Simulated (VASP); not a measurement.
# CuO (Cccm) in VASP: settings compared, part 2 of 2

VASP 6.6.1. The steps go on from the part before.

**4. Single point, PBE**

This run uses another cell than the first one, of 10.19 Å³/atom.

File INCAR:

```
SYSTEM = CuO
ALGO     = Normal         ! electronic algorithm
EDIFF    = 1E-6           ! SCF threshold, eV
ENCUT    = 820            ! plane-wave cutoff, eV
GGA      = PE             ! functional
GGA_COMPAT= .False.      
ISIF     = 2              ! what is computed and relaxed
ISMEAR   = -1             ! smearing method
LASPH    = .True.         ! aspherical terms in the spheres
LCHARG   = .False.        ! write CHGCAR
LREAL    = .False.        ! projectors in reciprocal space
LWAVE    = .False.        ! write WAVECAR
NBANDS   = 33             ! bands
NELM     = 120            ! most SCF steps
PREC     = Accurate       ! precision mode
SIGMA    = 0.05           ! smearing width, eV
```

File KPOINTS:

```
k-points
0
Gamma
  8 8 5
  0 0 0
```

File POSCAR:

```
CuO
1.0
    1.9113292800     -2.0674080000      0.0000000000
    1.9113292800      2.0674080000      0.0000000000
    0.0000000000      0.0000000000      5.1559280000
Cu O
2 2
Direct
    0.5000000000      0.0000000000      0.0000000000
    0.0000000000      0.5000000000      0.5000000000
    0.5000000000      0.5000000000      0.2500000000
    0.5000000000      0.5000000000      0.7500000000
```

Potentials or basis: VASP PAW PBE potentials, release 64 (Cu_sv_GW, O).

The run is started by

```console
> cat potpaw_PBE.64/Cu_sv_GW/POTCAR potpaw_PBE.64/O/POTCAR > POTCAR
> mpirun -np 1 vasp_std > vasp.out
```

OUTCAR:

```text
SYSTEM = CuO
   EDIFF = 1E-6
   ENCUT = 820
   GGA = PE
   ISIF = 2
   ISMEAR = -1
   LASPH = .True.
   LREAL = .False.
   NELM = 120
   PREC = Accurate

 ion  position               nearest neighbor table
   1  0.500  0.000  0.000-   3 1.91   4 1.91   3 1.91   4 1.91
   2  0.000  0.500  0.500-   3 1.91   4 1.91   3 1.91   4 1.91
   3  0.500  0.500  0.250-   1 1.91   2 1.91   1 1.91   2 1.91
   4  0.500  0.500  0.750-   1 1.91   2 1.91   1 1.91   2 1.91

  LATTYP: Found a base centered orthorhombic cell.
 ALAT       =     3.8226585600
 B/A-ratio  =     1.0816597755
 C/A-ratio  =     1.3487806769

  Lattice vectors:

 A1 = (   1.9113292800,  -2.0674080000,   0.0000000000)
 A2 = (   1.9113292800,   2.0674080000,   0.0000000000)
 A3 = (   0.0000000000,   0.0000000000,   5.1559280000)

Analysis of symmetry for initial positions (statically):
=====================================================================
 Subroutine PRICEL returns:
 Original cell was already a primitive cell.

 Routine SETGRP: Setting up the symmetry group for a
 base centered orthorhombic supercell.

 Subroutine GETGRP returns: Found  8 space group operations
 (whereof  4 operations were pure point group operations)
 out of a pool of  8 trial point group operations.

The static configuration has the point symmetry C_2h.
 The point group associated with its full space group is D_2h.

Analysis of symmetry for dynamics (positions and initial velocities):
=====================================================================
 Subroutine PRICEL returns:
 Original cell was already a primitive cell.

 Routine SETGRP: Setting up the symmetry group for a
 base centered orthorhombic supercell.

 Subroutine GETGRP returns: Found  8 space group operations
 (whereof  4 operations were pure point group operations)
 out of a pool of  8 trial point group operations.

The dynamic configuration has the point symmetry C_2h.
 The point group associated with its full space group is D_2h.

 Subroutine INISYM returns: Found  8 space group operations
 (whereof  4 operations are pure point group operations),
 and found     1 'primitive' translations

----------------------------------------------------------------------------------------

                                     Primitive cell

  volume of cell :      40.7473

  direct lattice vectors                    reciprocal lattice vectors
     1.911329280 -2.067408000  0.000000000     0.261598043 -0.241848730  0.000000000
     1.911329280  2.067408000  0.000000000     0.261598043  0.241848730  0.000000000
     0.000000000  0.000000000  5.155928000     0.000000000  0.000000000  0.193951506

  length of vectors
     2.815555976  2.815555976  5.155928000     0.356264431  0.356264431  0.193951506

  position of ions in fractional coordinates (direct lattice)
     0.500000000  0.000000000  0.000000000
     0.000000000  0.500000000  0.500000000
     0.500000000  0.500000000  0.250000000
     0.500000000  0.500000000  0.750000000

  ion indices of the primitive-cell ions
   primitive index   ion index
                 1           1
                 2           2
                 3           3
                 4           4

----------------------------------------------------------------------------------------

 KPOINTS: k-points

Automatic generation of k-mesh.
[... 23 lines left out ...]
  0.000000  0.000000  0.000000      1.000000
  0.125000  0.000000  0.000000      4.000000
  0.250000  0.000000  0.000000      4.000000
  0.375000 -0.000000  0.000000      4.000000
  0.500000  0.000000  0.000000      2.000000
  0.125000  0.125000  0.000000      2.000000
[... 16 lines left out ...]
  0.125000  0.000000  0.200000      8.000000
  0.250000  0.000000  0.200000      8.000000
 [... further k-points ...]
   k-points           NKPTS =     63   k-points in BZ     NKDIM =     63   number of bands    NBANDS=     33
   number of dos      NEDOS =    301   number of ions     NIONS =      4
   total plane-waves  NPLWV =  37632
   dimension x,y,z NGX =    28 NGY =   28 NGZ =   48
   dimension x,y,z NGXF=    56 NGYF=   56 NGZF=   96
   ions per type =               2   2
   NGX,Y,Z   is equivalent  to a cutoff of  16.53, 16.53, 15.48 a.u.
   NGXF,Y,Z  is equivalent  to a cutoff of  33.07, 33.07, 30.95 a.u.
 SYSTEM =  CuO
   PREC   = accura    normal or accurate (medium, high low for compatibility)
   ISTART =      0    job   : 0-new  1-cont  2-samecut
   ICHARG =      2    charge: 1-file 2-atom 10-const
   ISPIN  =      1    spin polarized calculation?
   LNONCOLLINEAR =      F non collinear calculations
   LSORBIT =      F    spin-orbit coupling
   LASPH  =      T    aspherical Exc in radial PAW
   ENCUT  =  820.0 eV  60.27 Ry    7.76 a.u.   6.57  6.57 12.04*2*pi/ulx,y,z
   NELM   =    120;   NELMIN=  2; NELMDL= -5     # of ELM steps
   EDIFF  = 0.1E-05   stopping-criterion for ELM
   LREAL  =      F    real-space projection
   EDIFFG = 0.1E-04   stopping-criterion for IOM
   NSW    =      0    number of steps for IOM
   IBRION =     -1    ionic relax: 0-MD 1-quasi-New 2-CG
   NFREE  =      0    steps in history (QN), initial steepest desc. (CG)
   ISIF   =      2    stress and relaxation
   ISYM   =      2    0-nonsym 1-usesym 2-fastsym
   POTIM  = 0.5000    time-step for ionic-motion
   TEBEG  =    0.0;   TEEND  =   0.0 temperature during run
   PSTRESS=    0.0 pullay stress
   NELECT =      50.0000    total number of electrons
   NUPDOWN=      -1.0000    fix difference up-down
   EMIN   =  10.00;   EMAX   =-10.00  energy-range for DOS
   EFERMI =   0.00;   METHOD = LEGACY
   ISMEAR =    -1;   SIGMA  =   0.05  broadening in eV -4-tet -1-fermi 0-gaus
   EFERMI_NEDOS =   21; number of points for ismear=-14 and -15
   IALGO  =     38    algorithm
   IMIX   =      4    mixing-type and parameters
     AMIX     =   0.40;   BMIX     =  1.00
     AMIX_MAG =   1.60;   BMIX_MAG =  1.00
  volume/ion in A,a.u.               =      10.19        68.74
  Fermi-wavevector in a.u.,A,eV,Ry     =   1.752664  3.312055 41.794796  3.071831
  Thomas-Fermi vector in A             =   2.822950
   LORBIT       =      0    0 simple, 1 ext, 2 COOP (PROOUT), +10 PAW based schemes
   GGA     = PE    functional components
   LHFCALC =     F    Hartree Fock is set to
   AEXX    =    0.0000 exact exchange contribution
   IVDW    =     0    specifies the selected vdW correction
   LEPSILON=     F    determine dielectric tensor
   LRPA    =     F    only Hartree local field effects (RPA)
 non-spin polarized calculation
  energy-cutoff  :      820.00
  volume of cell :       40.75
 maximum number of plane-waves:      2193
 NGX is ok and might be reduce to    28
   NGX = 13   NGY = 13   NGZ = 25

 number of electron      49.9999995 magnetization

 Free energy of the ion-electron system (eV)
  ---------------------------------------------------
  ext. energy  EPLUGINS =         0.00000000
  ---------------------------------------------------
  free energy    TOTEN  =       -19.72941378 eV

  energy without entropy =      -19.71046460  energy(sigma->0) =      -19.71993919

 E-fermi :   5.9701     XC(G=0): -12.1774

 val. band max:        5.9543229139   @ k =   0.1250   0.1250   0.2000
 cond. band min:       5.9917293176   @ k =   0.5000   0.3750   0.4000
 fundamental gap:      0.0374064037
 Fermi energy:         5.9700856921

 k-point     1 :       0.0000    0.0000    0.0000
  band No.  band energies     occupation
      1    -107.0217      2.00000
      2    -107.0210      2.00000
      3     -64.5121      2.00000
      4     -64.5118      2.00000
      5     -64.4758      2.00000
      6     -64.4687      2.00000
[... 853 lines left out ...]
     32      20.7431      0.00000
     33      22.5512      0.00000

 [... further k-points ...]

------------------------ aborting loop because EDIFF is reached ----------------------------------------

  FORCE on cell =-STRESS in cart. coord.  units (eV):
  Direction    XX          YY          ZZ          XY          YZ          ZX
  --------------------------------------------------------------------------------------
  -------------------------------------------------------------------------------------
  Total        3.5579000      3.6546188      3.3901033      0.0000000      0.0000000      0.0000000
  in kB      139.8961553    143.6991254    133.2984098      0.0000000      0.0000000      0.0000000
  external PRESSURE =     138.9645635 kB  Pullay stress =       0.0000000 kB

 VOLUME and BASIS-vectors are now :
 -----------------------------------------------------------------------------
  energy-cutoff  :      820.00
  volume of cell :       40.75
      direct lattice vectors                 reciprocal lattice vectors
     1.911329280 -2.067408000  0.000000000     0.261598043 -0.241848730  0.000000000
     1.911329280  2.067408000  0.000000000     0.261598043  0.241848730  0.000000000
     0.000000000  0.000000000  5.155928000     0.000000000  0.000000000  0.193951506

 POSITION                                       TOTAL-FORCE (eV/Angst)
 -----------------------------------------------------------------------------------
      0.95566     -1.03370      0.00000        -0.000000     -0.000000      0.000000
      0.95566      1.03370      2.57796         0.000000     -0.000000      0.000000
      1.91133      0.00000      1.28898         0.000000     -0.000000     -0.000000
      1.91133      0.00000      3.86695         0.000000      0.000000      0.000000
 -----------------------------------------------------------------------------------
    total drift:                                0.000000      0.000000     -0.000000

  FREE ENERGIE OF THE ION-ELECTRON SYSTEM (eV)
  ---------------------------------------------------
  free  energy   TOTEN  =       -19.7294137815 eV

  energy  without entropy=      -19.7104646012  energy(sigma->0) =      -19.71993919
```

Run time: 3.1 min. Hardware: 1 thread of Intel Xeon 6975P-C (Granite Rapids), shared host; peak memory 0.3 GiB.

What came out:

```
Free energy            : -19.7294 eV
Pressure               : 13.9 GPa
Band gap on the k mesh : zero (bands 25 and 26 overlap by 0.86 eV)
```

Stress tensor (GPa, compression positive):
```
13.99  0.00  0.00
 0.00 14.37  0.00
 0.00  0.00 13.33
```

Caveat: the cell stands under pressure; semilocal functionals often make such compounds metallic where correlation or magnetic order opens a gap, which also shifts bond lengths. With open d or f shells a metallic result of PBE can be an artefact of self-interaction; +U or a hybrid may open a gap.

**5. Single point, PBE**

This run uses another cell than the first one, of 10.62 Å³/atom.

File INCAR:

```
SYSTEM = CuO
  PREC = Accurate
  ENCUT = 820
  EDIFF = 1E-6
  ISMEAR = -1
  SIGMA = 0.05
  LREAL = .False.
  LASPH = .True.
  NELM = 120
  ALGO = Normal
  ISIF = 2
  LWAVE = .False.
  LCHARG = .False.
  GGA = PE
  NBANDS = 33
  GGA_COMPAT = .False.
```

File KPOINTS:

```
regular mesh
0
Gamma
  8 8 5
  0 0 0
```

Changes to POSCAR since step 4:

```diff
@@ -2,4 +2,4 @@
 1.0
-    1.9113292800     -2.0674080000      0.0000000000
-    1.9113292800      2.0674080000      0.0000000000
+    1.9511486400     -2.1104790000      0.0000000000
+    1.9511486400      2.1104790000      0.0000000000
     0.0000000000      0.0000000000      5.1559280000
```

Potentials or basis: VASP PAW PBE potentials, release 64 (Cu_sv_GW, O).

The run is started by

```console
> cat potpaw_PBE.64/Cu_sv_GW/POTCAR potpaw_PBE.64/O/POTCAR > POTCAR
> mpirun -np 1 vasp_std > vasp.out
```

OUTCAR:

```text
SYSTEM = CuO
   PREC = Accurate
   ENCUT = 820
   EDIFF = 1E-6
   ISMEAR = -1
   LREAL = .False.
   LASPH = .True.
   NELM = 120
   ISIF = 2
   GGA = PE

 ion  position               nearest neighbor table
   1  0.500  0.000  0.000-   3 1.93   4 1.93   3 1.93   4 1.93
   2  0.000  0.500  0.500-   3 1.93   4 1.93   3 1.93   4 1.93
   3  0.500  0.500  0.250-   1 1.93   2 1.93   1 1.93   2 1.93
   4  0.500  0.500  0.750-   1 1.93   2 1.93   1 1.93   2 1.93

  LATTYP: Found a base centered orthorhombic cell.
 ALAT       =     3.9022972800
[... 1064 lines left out ...]
  Direction    XX          YY          ZZ          XY          YZ          ZX
  --------------------------------------------------------------------------------------
  -------------------------------------------------------------------------------------
  Total        1.8760692      1.7622536      1.6110575      0.0000000      0.0000000      0.0000000
  in kB       70.7866247     66.4922089     60.7873742      0.0000000      0.0000000      0.0000000
  external PRESSURE =      66.0220693 kB  Pullay stress =       0.0000000 kB

 VOLUME and BASIS-vectors are now :
 -----------------------------------------------------------------------------
  energy-cutoff  :      820.00
  volume of cell :       42.46
      direct lattice vectors                 reciprocal lattice vectors
     1.951148640 -2.110479000  0.000000000     0.256259308 -0.236913042  0.000000000
     1.951148640  2.110479000  0.000000000     0.256259308  0.236913042  0.000000000
     0.000000000  0.000000000  5.155928000     0.000000000  0.000000000  0.193951506

 POSITION                                       TOTAL-FORCE (eV/Angst)
 -----------------------------------------------------------------------------------
      0.97557     -1.05524      0.00000         0.000000     -0.000000     -0.000000
      0.97557      1.05524      2.57796         0.000000     -0.000000     -0.000000
      1.95115      0.00000      1.28898         0.000000     -0.000000     -0.000000
      1.95115      0.00000      3.86695         0.000000      0.000000      0.000000
 -----------------------------------------------------------------------------------
    total drift:                                0.000000      0.000000     -0.000000

  FREE ENERGIE OF THE ION-ELECTRON SYSTEM (eV)
  ---------------------------------------------------
  free  energy   TOTEN  =       -19.8526360975 eV

  energy  without entropy=      -19.8340808728  energy(sigma->0) =      -19.84335849
```

OSZICAR:

```text
N       E                     dE             d eps       ncg     rms          rms(c)
DAV:   1     0.106703284139E+04    0.10670E+04   -0.40575E+04  6430   0.590E+03
DAV:   2     0.877827524687E+02   -0.97925E+03   -0.94185E+03  6969   0.139E+03
DAV:   3    -0.211675761405E+02   -0.10895E+03   -0.10634E+03  8032   0.512E+02
DAV:   4    -0.258587132911E+02   -0.46911E+01   -0.46648E+01  6832   0.122E+02
DAV:   5    -0.260697695608E+02   -0.21106E+00   -0.21089E+00  7148   0.228E+01    0.178E+01
DAV:   6    -0.243945438130E+02    0.16752E+01   -0.47631E+01  7284   0.348E+02    0.165E+01
DAV:   7    -0.197941874767E+02    0.46004E+01   -0.16298E+01  6788   0.292E+02    0.394E+00
DAV:   8    -0.198706767063E+02   -0.76489E-01   -0.14352E+00  6892   0.130E+01    0.207E+00
DAV:   9    -0.198559002181E+02    0.14776E-01   -0.54780E-02  7772   0.119E+01    0.560E-01
DAV:  10    -0.198524162866E+02    0.34839E-02   -0.85114E-03  7884   0.514E+00    0.141E-01
DAV:  11    -0.198526987443E+02   -0.28246E-03   -0.14438E-03  6780   0.366E-01    0.749E-02
DAV:  12    -0.198526366355E+02    0.62109E-04   -0.29819E-04  7364   0.416E-01    0.162E-02
DAV:  13    -0.198526351357E+02    0.14997E-05   -0.32084E-05  7004   0.201E-01    0.825E-03
DAV:  14    -0.198526360975E+02   -0.96173E-06   -0.12759E-06  3732   0.872E-02
   1 F= -.19852636E+02 E0= -.19843358E+02  d E =-.185552E-01
```

Wall time 3.1 min (1 thread of Intel Xeon Platinum 8259CL at 2.50GHz (Skylake/Cascade Lake), shared host); peak memory 0.31 GiB.

What came out:

| Item | Value |
| --- | --- |
| Free energy | -19.8526 eV |
| Pressure | 6.6 GPa |
| Band gap on the k mesh | zero (bands 25 and 26 overlap by 0.85 eV) |

Caveat: the cell stands under pressure; semilocal functionals often make such compounds metallic where correlation or magnetic order opens a gap, which also shifts bond lengths. With open d or f shells a metallic result of PBE can be an artefact of self-interaction; +U or a hybrid may open a gap.

**6. Single point, PBEsol**

This run uses another cell than the first one, of 11.05 Å³/atom.

File INCAR:

```
SYSTEM = CuO
PREC = Accurate
ENCUT = 820
EDIFF = 1E-6
ISMEAR = -1
SIGMA = 0.05
LREAL = .False.
LASPH = .True.
NELM = 120
ALGO = Normal
ISIF = 2
LWAVE = .False.
LCHARG = .False.
GGA = PS
NBANDS = 33
GGA_COMPAT = .False.
```

File KPOINTS:

```
regular mesh
0
Gamma
  9 9 5
  0 0 0
```

Changes to POSCAR since step 5:

```diff
@@ -2,4 +2,4 @@
 1.0
-    1.9511486400     -2.1104790000      0.0000000000
-    1.9511486400      2.1104790000      0.0000000000
+    1.9909680000     -2.1535500000      0.0000000000
+    1.9909680000      2.1535500000      0.0000000000
     0.0000000000      0.0000000000      5.1559280000
```

Potentials or basis: VASP PAW PBE potentials, release 64 (Cu_sv_GW, O).

The run is started by

```console
> cat potpaw_PBE.64/Cu_sv_GW/POTCAR potpaw_PBE.64/O/POTCAR > POTCAR
> mpirun -np 1 vasp_std > vasp.out
```

It took 3.1 min on 1 thread of Intel Xeon Platinum 8259CL at 2.50GHz (Skylake/Cascade Lake), shared host; peak memory 0.34 GiB.

Results (log left out):

| Item | Value |
| --- | --- |
| Free energy | -21.6447 eV |
| Pressure | -6.8 GPa |
| Band gap on the k mesh | zero (bands 25 and 26 overlap by 0.87 eV) |

Stress tensor (GPa, compression positive):
```
-5.26  0.00  0.00
 0.00 -6.88  0.00
 0.00  0.00 -8.36
```

Levels at points of the mesh, in eV from the Fermi level:
| k point | band 23 | band 24 | band 25 | band 26 | band 27 | band 28 |
| --- | --- | --- | --- | --- | --- | --- |
| (0.00, 0.00, 0.00) | -2.25 | -1.86 | 0.61 | 0.79 | 1.35 | 5.96 |

Caveat: the cell stands under tension; the PAW data sets were made with another functional, which shifts forces and pressure a little; semilocal functionals often make such compounds metallic where correlation or magnetic order opens a gap, which also shifts bond lengths.

**7. Overview**

| level | potentials or basis | cell | k mesh | gap on the mesh (eV) | pressure (GPa) |
| --- | --- | --- | --- | --- | --- |
| LDA | VASP PAW LDA potentials, release 64 (Cu_sv_GW, O) | a = 2.952, b = 2.952, c = 5.190 Å, angles 90.0, 90.0, 94.5°, 4 atoms | 9 × 9 × 5 | none | -15.1 |
| RPBE | VASP PAW PBE potentials, release 64 (Cu_sv_GW, O) | a = 2.913, b = 2.913, c = 5.121 Å, angles 90.0, 90.0, 94.5°, 4 atoms | 9 × 9 × 5 | none | 9.2 |
| PBE | VASP PAW PBE potentials, release 64 (Cu_sv_GW, O) | a = 2.816, b = 2.816, c = 5.156 Å, angles 90.0, 90.0, 94.5°, 4 atoms | 8 × 8 × 5 | none | 13.9 |
| PBE | VASP PAW PBE potentials, release 64 (Cu_sv_GW, O) | a = 2.874, b = 2.874, c = 5.156 Å, angles 90.0, 90.0, 94.5°, 4 atoms | 8 × 8 × 5 | none | 6.6 |
| PBEsol | VASP PAW PBE potentials, release 64 (Cu_sv_GW, O) | a = 2.933, b = 2.933, c = 5.156 Å, angles 90.0, 90.0, 94.5°, 4 atoms | 9 × 9 × 5 | none | -6.8 |

Alike in all rows: task single point; no spin polarisation; cutoff (eV) 820; smearing fermi-dirac 0.05 eV.

Caveats: semilocal functionals often make such compounds metallic where correlation or magnetic order opens a gap, which also shifts bond lengths; the cell stands under pressure (at least some runs); the PAW data sets were made with another functional, which shifts forces and pressure a little (at least some runs); the stress differs along the axes, from -18 to -12 GPa (at least some runs); the cell stands under tension (at least some runs).

Absolute energies hang on the potentials; compare differences alone.

The gap in the log of VASP goes by the Fermi energy; the results here count the filled bands.